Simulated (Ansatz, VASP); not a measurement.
## One calculation of RbAsO3, two programs

File INCAR:

```
PREC     = Accurate       # precision mode
ENCUT    = 520            # plane-wave cutoff, eV
EDIFF    = 1E-6           # SCF threshold, eV
ISMEAR   = -1             # smearing method
SIGMA    = 0.1            # smearing width, eV
LREAL    = False          # projectors in reciprocal space
LASPH    = True           # aspherical terms in the spheres
NELM     = 100            # most SCF steps
ALGO     = Normal         # electronic algorithm
ISIF     = 2              # what is computed and relaxed
LWAVE    = False          # write WAVECAR
LCHARG   = False          # write CHGCAR
GGA      = CA             # functional
NBANDS   = 24             # bands
```

The input KPOINTS:

```
Automatic mesh
0
Gamma
  4 4 4
```

The input POSCAR:

```
RbAsO3
1.0
    3.7862196560      0.0000000000      0.0000000000
    0.0000000000      3.7862196560      0.0000000000
    0.0000000000      0.0000000000      3.7862196560
Rb As O
1 1 3
Direct
    0.0000000000      0.0000000000      0.0000000000
    0.5000000000      0.5000000000      0.5000000000
    0.5000000000      0.5000000000      0.0000000000
    0.5000000000      0.0000000000      0.5000000000
    0.0000000000      0.5000000000      0.5000000000
```

Input for Ansatz:

```yaml
crystal:
  lattice:
    - [3.78621965598804, -3.323718154209438e-19, -5.125137374741665e-15]
    - [-3.323718154209507e-19, 3.78621965598804, -5.6503208621560906e-18]
    - [4.2749964253641375e-15, -5.6503208621560906e-18, 3.7862196559880146]
  atoms:
    - { symbol: Rb, position: [6.99398484536379e-32, 1.6650594674575677e-31, 3.3301189349151353e-32] }
    - { symbol: As, position: [0.5000000000000012, 0.5000000000000012, 0.5000000000000011] }
    - { symbol: O, position: [0.5000000000000012, 0.5000000000000012, 1.5759276191179684e-31] }
    - { symbol: O, position: [0.5000000000000012, -6.792917898737598e-31, 0.5000000000000011] }
    - { symbol: O, position: [7.53240755578499e-31, 0.5000000000000012, 0.5000000000000011] }
kpoints:
  mp_grid:
    grid: [4, 4, 4]
hamiltonian:
  xc: lda
  pseudopotentials:
    kind: paw
scf:
  occupations:
    method: fermi_dirac
    width: 0.1
output:
  forces: true
  stress: true
```

Alike in both runs: task single point; functional LDA; k mesh 4 × 4 × 4; occupations fermi-dirac, width 0.1 eV; no spin polarisation.

```csv
,VASP,Ansatz
version,VASP 6.6.1,Ansatz 0.2.0
potentials or method,"VASP PAW LDA potentials, release 64 (Rb_sv, As, O)","plane waves, PAW"
plane-wave cutoff (eV),520,420
valence electrons in the cell,32,42
```

```csv
,VASP,Ansatz,Ansatz less VASP
pressure (GPa),4.8,3.7,-1.17
```

LDA's correlation is that of Perdew and Zunger in VASP and of Perdew and Wang (1992) in Ansatz. VASP's potentials hold 32 valence electrons a cell and Ansatz's 42, so a difference there can come from the potentials and not from the codes.

The k mesh is coarse, so the values compare programs but aren't converged.
